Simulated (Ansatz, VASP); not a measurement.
# Re in VASP and in Ansatz

The input INCAR:

```
  ALGO = Normal
  EDIFF = 1E-6
  ENCUT = 520
  GGA = CA
  GGA_COMPAT = False
  ISIF = 2
  ISMEAR = -1
  LASPH = True
  LCHARG = False
  LMAXMIX = 4
  LORBIT = 11
  LORBMOM = True
  LREAL = False
  LSORBIT = True
  LWAVE = False
  MAGMOM = 0 0 0 0 0 0
  NBANDS = 26
  NELM = 150
  PREC = Accurate
  SIGMA = 0.05
```

KPOINTS

```
k-points
0
Gamma
  8 8 5
```

File POSCAR:

```
Re
1.0
    2.7608000000      0.0000000000      0.0000000000
   -1.3804000000      2.3909229348      0.0000000000
    0.0000000000      0.0000000000      4.4582000000
Re
2
Direct
    0.6666666667      0.3333333333      0.7500000000
    0.3333333333      0.6666666667      0.2500000000
```

input.yaml

```yaml
crystal:
  lattice:
    - [2.7608, 0.0, 0.0]
    - [-1.3804, 2.3909229348, 0.0]
    - [0.0, 0.0, 4.4582]
  atoms:
    - { symbol: Re, position: [0.6666666667, 0.3333333333, 0.75] }
    - { symbol: Re, position: [0.3333333333, 0.6666666667, 0.25] }
kpoints:
  mp_grid: { grid: [8, 8, 5] }
  band_path:
    path:
      - [0.0, 0.0, 0.0]
      - [0.5, 0.0, 0.0]
      - [0.3333333333, 0.3333333333, 0.0]
      - [0.0, 0.0, 0.0]
      - [0.0, 0.0, 0.5]
      - [0.5, 0.0, 0.5]
      - [0.3333333333, 0.3333333333, 0.5]
      - [0.0, 0.0, 0.5]
    npoints: 12
scf:
  occupations: { method: fermi_dirac, width: 0.05 }
hamiltonian:
  xc: lda
  pseudopotentials: { kind: all_electron, lapw: { basis_error: 0.001 } }
magnetization:
  noncollinear: true
  spin_orbit: true
output:
  forces: true
  stress: true
  eigenvalues: true
```

Alike in both runs: functional LDA; k mesh 8 × 8 × 5; occupations fermi-dirac, width 0.05 eV; non-collinear spin, spin-orbit coupling.

|  | VASP | Ansatz |
| --- | --- | --- |
| version | VASP 6.6.1 | Ansatz 0.2.0 |
| potentials or method | VASP PAW LDA potentials, release 64 (Re), cutoff 520 eV | all-electron LAPW, relativistic spinors |
| task | single point | band structure |

Ansatz gave:

| Quantity | Value |
| --- | --- |
| pressure (GPa) | -9.3 |
| traceless stress, the component that is largest in VASP (GPa) | -0.23 |

Estimate VASP's values.

pressure (GPa): -8.2; traceless stress, the component that is largest in VASP (GPa): -0.29.

LDA's correlation is that of Perdew and Zunger in VASP and of Perdew and Wang (1992) in Ansatz. Ansatz ran all-electron here, and VASP with PAW potentials.

Noted on Ansatz's run: the k mesh is thin for a metal, which can move the energy by tens of meV per atom.
